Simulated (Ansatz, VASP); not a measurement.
Two plane-wave programs on NaCl

```
Na Cl
1.0
     0.00000    2.80270    2.80270
     2.80270    0.00000    2.80270
     2.80270    2.80270    0.00000
Na Cl
1 1
Direct
  0.00000 0.00000 0.00000
  0.50000 0.50000 0.50000
```

Alike in both runs: task single point; functional PBE-based global hybrid; k mesh 4 × 4 × 4; no spin polarisation.

|  | VASP | Ansatz |
| --- | --- | --- |
| version | VASP 6.6.1 | Ansatz 0.2.0 |
| potentials or method | VASP PAW PBE potentials, release 64 (Na_pv, Cl) | plane waves |
| plane-wave cutoff (eV) | 520 | 420 |
| occupations | gaussian, width 0.01 eV | fixed |
| valence electrons in the cell | 14 | 16 |

VASP gave:

| Item | Value |
| --- | --- |
| gap on the k mesh at the Fermi level (eV) | 13.87 |
| pressure (GPa) | -1.3 |

Task: What did Ansatz give for the same quantities?

Result: gap on the k mesh at the Fermi level (eV): 13.84; pressure (GPa): -1.2.

VASP's potentials were made for PBE, not for PBE-based global hybrid. VASP's potentials hold 14 valence electrons a cell and Ansatz's 16, so a difference there can come from the potentials and not from the codes. Ansatz's warnings: stress exchange threshold loose, stress scf threshold loose.

The k mesh is coarse, so the values compare programs but aren't converged.
